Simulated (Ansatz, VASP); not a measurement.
## As: VASP beside Ansatz

File INCAR:

```
SYSTEM = As
PREC = Accurate
ENCUT = 510
EDIFF = 1E-6
ISMEAR = 0
SIGMA = 0.1
LREAL = .False.
LASPH = .True.
NELM = 120
ALGO = Normal
ISIF = 2
LWAVE = .False.
LCHARG = .False.
NBANDS = 22
GGA_COMPAT = .False.
```

KPOINTS

```
regular mesh
0
Gamma
  6 6 6
  0 0 0
```

The input POSCAR:

```
As
1.0
    1.8797500000      1.0852741700      3.4857666700
   -1.8797500000      1.0852741700      3.4857666700
    0.0000000000     -2.1705483400      3.4857666700
As
2
Direct
    0.2275400000      0.2275400000      0.2275400000
    0.7724600000      0.7724600000      0.7724600000
```

Input for Ansatz:

```yaml
crystal:
  lattice:
    - [1.87975, 1.08527417, 3.48576667]
    - [-1.87975, 1.08527417, 3.48576667]
    - [0.0, -2.17054834, 3.48576667]
  atoms:
    - { symbol: As, position: [0.22754, 0.22754, 0.22754] }
    - { symbol: As, position: [0.77246, 0.77246, 0.77246] }
basis:
  ecutwfc: 420
kpoints:
  mp_grid: { grid: [6, 6, 6] }
hamiltonian:
  xc: lda
scf:
  occupations: { method: gaussian, width: 0.1 }
output:
  forces: true
  stress: true
  eigenvalues: true
```

Alike in both runs: task single point; functional LDA; k mesh 6 × 6 × 6; occupations gaussian, width 0.1 eV; no spin polarisation.

|  | VASP | Ansatz |
| --- | --- | --- |
| version | VASP 6.6.1 | Ansatz 0.2.0 |
| potentials or method | VASP PAW LDA potentials, release 64 (As_d), cutoff 510 eV | scalar-relativistic, plane waves, PAW |
| valence electrons in the cell | 30 | 30 |

```csv
,VASP,Ansatz,Ansatz less VASP
gap on the k mesh at the Fermi level (eV),none,none,-
pressure (GPa),-1.4,-1.7,-0.26
"traceless stress, the component that is largest in VASP (GPa)",-0.98,-0.92,+0.062
rms of the force components (eV/Å),0.007,0.027,+0.0199
```

LDA's correlation is that of Perdew and Zunger in VASP and of Perdew and Wang (1992) in Ansatz. Atom by atom the forces differ by 0.020 eV/Å (rms over components). A gap of «none» marks a metal or a gap that the smearing closes.
